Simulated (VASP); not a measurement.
# Pd (Im-3m) in VASP: notebook, part 3 of 3

VASP 6.6.1. The steps go on from the part before.

## 5. Single point, PBE (volume scaled by 1.06)

INCAR reads:

```
PREC = Accurate ; ENCUT = 520
EDIFF = 1E-6 ; ISMEAR = 0
SIGMA = 0.1 ; LREAL = F
LASPH = T ; NELM = 60
ALGO = Normal ; ISIF = 2
LWAVE = F ; LCHARG = F
GGA = PE ; NBANDS = 11
```

KPOINTS reads:

```
regular mesh
0
Gamma
  18 18 18
```

POSCAR reads:

```
Pd
1.0
   -1.5993904819      1.5993904819      1.5993904819
    1.5993904819     -1.5993904819      1.5993904819
    1.5993904819      1.5993904819     -1.5993904819
Pd
1
Direct
    0.0000000000      0.0000000000      0.0000000000
```

Potentials or basis: VASP PAW PBE potentials, release 64 (Pd).

Launch:

```bash
cat potpaw_PBE.64/Pd/POTCAR > POTCAR
mpirun -np 1 vasp_std > vasp.out
```

OUTCAR:

```text
PREC = Accurate
   ENCUT = 520
   EDIFF = 1E-6
   ISMEAR = 0
   LREAL = F
   LASPH = T
   NELM = 60
   ISIF = 2
   GGA = PE

 ion  position               nearest neighbor table
   1  0.000  0.000  0.000-

  LATTYP: Found a body centered cubic cell.
 ALAT       =     3.1987809638

  Lattice vectors:

 A1 = (  -1.5993904819,   1.5993904819,   1.5993904819)
 A2 = (   1.5993904819,  -1.5993904819,   1.5993904819)
 A3 = (   1.5993904819,   1.5993904819,  -1.5993904819)

Analysis of symmetry for initial positions (statically):
=====================================================================
 Subroutine PRICEL returns:
 Original cell was already a primitive cell.

 Routine SETGRP: Setting up the symmetry group for a
 body centered cubic supercell.

 Subroutine GETGRP returns: Found 48 space group operations
 (whereof 48 operations were pure point group operations)
 out of a pool of 48 trial point group operations.

The static configuration has the point symmetry O_h .

Analysis of symmetry for dynamics (positions and initial velocities):
=====================================================================
 Subroutine PRICEL returns:
 Original cell was already a primitive cell.

 Routine SETGRP: Setting up the symmetry group for a
 body centered cubic supercell.

 Subroutine GETGRP returns: Found 48 space group operations
 (whereof 48 operations were pure point group operations)
 out of a pool of 48 trial point group operations.

The dynamic configuration has the point symmetry O_h .

 Subroutine INISYM returns: Found 48 space group operations
 (whereof 48 operations are pure point group operations),
 and found     1 'primitive' translations

----------------------------------------------------------------------------------------

                                     Primitive cell

  volume of cell :      16.3653

[... 107 lines left out ...]
  volume/ion in A,a.u.               =      16.37       110.44
  Fermi-wavevector in a.u.,A,eV,Ry     =   1.389207  2.625221 26.257834  1.929896
  Thomas-Fermi vector in A             =   2.513260
   LORBIT       =      0    0 simple, 1 ext, 2 COOP (PROOUT), +10 PAW based schemes
   GGA     = PE    functional components
   LHFCALC =     F    Hartree Fock is set to
   AEXX    =    0.0000 exact exchange contribution
   IVDW    =     0    specifies the selected vdW correction
   LEPSILON=     F    determine dielectric tensor
   LRPA    =     F    only Hartree local field effects (RPA)
 non-spin polarized calculation
 Gauss-broadening in eV      SIGMA  =   0.10
  energy-cutoff  :      520.00
  volume of cell :       16.37
 maximum number of plane-waves:       466
 NGX is ok and might be reduce to    24
   NGX = 11   NGY = 11   NGZ = 11

 number of electron      10.0000000 magnetization

 number of electron       9.9999998 magnetization

 Free energy of the ion-electron system (eV)
  ---------------------------------------------------
  ext. energy  EPLUGINS =         0.00000000
  ---------------------------------------------------
  free energy    TOTEN  =        -5.15257850 eV

  energy without entropy =       -5.14525769  energy(sigma->0) =       -5.14891810

 E-fermi :   8.1262     XC(G=0): -12.5409

 val. band max:        8.1130265639   @ k =  -0.4444  -0.4444   0.3333
 cond. band min:       8.1293445624   @ k =   0.5000   0.5000   0.4444
 fundamental gap:      0.0163179984
 Fermi energy:         8.1261820045

 k-point     1 :       0.0000    0.0000    0.0000
  band No.  band energies     occupation
      1       1.7712      2.00000
      2       5.6129      2.00000
      3       5.6129      2.00000
      4       5.6129      2.00000
      5       7.3179      2.00000
      6       7.3179      2.00000
      7      27.2606      0.00000
      8      27.2606      0.00000
      9      27.2606      0.00000
     10      34.7550      0.00000
     11      34.7550      0.00000
[... 309 lines left out ...]
 k-point    24 :       0.3889    0.1111    0.0000
  band No.  band energies     occupation
      1       3.8418      2.00000
      2       4.6942      2.00000
      3       6.9591      2.00000
      4       7.2236      2.00000
      5       7.9260      1.99537
      6      10.4980      0.00000
      7      16.0211      0.00000
      8      22.2992      0.00000
      9      24.4310      0.00000
     10      30.9320      0.00000
     11      33.6367      0.00000

 [... further k-points ...]
[... 5 lines left out ...]
  --------------------------------------------------------------------------------------
  -------------------------------------------------------------------------------------
  Total       -0.8547676     -0.8547676     -0.8547676     -0.0000000      0.0000000     -0.0000000
  in kB      -83.6825960    -83.6825960    -83.6825960     -0.0000000      0.0000000     -0.0000000
  external PRESSURE =     -83.6825960 kB  Pullay stress =       0.0000000 kB

 VOLUME and BASIS-vectors are now :
 -----------------------------------------------------------------------------
  energy-cutoff  :      520.00
  volume of cell :       16.37
      direct lattice vectors                 reciprocal lattice vectors
    -1.599390482  1.599390482  1.599390482     0.000000000  0.312619092  0.312619092
     1.599390482 -1.599390482  1.599390482     0.312619092  0.000000000  0.312619092
     1.599390482  1.599390482 -1.599390482     0.312619092  0.312619092  0.000000000

 POSITION                                       TOTAL-FORCE (eV/Angst)
 -----------------------------------------------------------------------------------
      0.00000      0.00000      0.00000        -0.000000      0.000000     -0.000000
 -----------------------------------------------------------------------------------
    total drift:                               -0.000000      0.000000     -0.000000

  FREE ENERGIE OF THE ION-ELECTRON SYSTEM (eV)
  ---------------------------------------------------
  free  energy   TOTEN  =        -5.1525785022 eV

  energy  without entropy=       -5.1452576936  energy(sigma->0) =       -5.14891810
```

OSZICAR:

```text
N       E                     dE             d eps       ncg     rms          rms(c)
DAV:   1     0.419470716299E+02    0.41947E+02   -0.50747E+03  4309   0.835E+02
DAV:   2    -0.483196747440E+01   -0.46779E+02   -0.45371E+02  4794   0.179E+02
DAV:   3    -0.538481017584E+01   -0.55284E+00   -0.55196E+00  5112   0.209E+01
DAV:   4    -0.538753822349E+01   -0.27280E-02   -0.27277E-02  5120   0.153E+00
DAV:   5    -0.538757359674E+01   -0.35373E-04   -0.35373E-04  5475   0.156E-01    0.569E+00
DAV:   6    -0.516032525515E+01    0.22725E+00   -0.10748E+00  5130   0.813E+00    0.278E+00
DAV:   7    -0.515494414719E+01    0.53811E-02   -0.40120E-03  5322   0.586E-01    0.156E+00
DAV:   8    -0.515257287795E+01    0.23713E-02   -0.85400E-04  5221   0.208E-01    0.369E-02
DAV:   9    -0.515257559712E+01   -0.27192E-05   -0.83488E-06  5555   0.244E-02    0.110E-02
DAV:  10    -0.515257868384E+01   -0.30867E-05   -0.15430E-06  5196   0.123E-02    0.200E-03
DAV:  11    -0.515257850224E+01    0.18159E-06   -0.10385E-08  3108   0.979E-04
   1 F= -.51525785E+01 E0= -.51489181E+01  d E =-.732081E-02
```

stdout:

```text
POSCAR found type information on POSCAR Pd
 POSCAR found :  1 types and       1 ions
 scaLAPACK will be used
 LDA part: xc-table for (Slater+PW92), standard interpolation
 POSCAR, INCAR and KPOINTS ok, starting setup
 FFT: planning ... GRIDC
 FFT: planning ... GRID_SOFT
 FFT: planning ... GRID
 WAVECAR not read
 entering main loop
```

Run time: 20 s. Hardware: 1 thread of Intel Xeon Platinum 8375C at 2.90GHz (Ice Lake), shared host; peak memory 0.16 GiB.

Results:

```
Free energy            : -5.1526 eV
Pressure               : -8.4 GPa
Band gap on the k mesh : zero (band 5 reaches 8.63 eV, above the bottom of band 6 at 7.24 eV)
```

## 6. Summary

| cell | gap on the mesh (eV) | pressure (GPa) |
| --- | --- | --- |
| a = 2.633 Å, angles 109.5°, 1 atom | none | 19.6 |
| a = 2.661 Å, angles 109.5°, 1 atom | none | 11.6 |
| a = 2.744 Å, angles 109.5°, 1 atom | none | -4.7 |
| a = 2.770 Å, angles 109.5°, 1 atom | none | -8.4 |

Alike in all rows: task single point; level PBE; potentials or basis VASP PAW PBE potentials, release 64 (Pd); no spin polarisation; k mesh 18 × 18 × 18; cutoff (eV) 520; smearing gaussian 0.1 eV.

Total energies depend on the potentials used, so only differences within one code and one set of settings carry meaning.
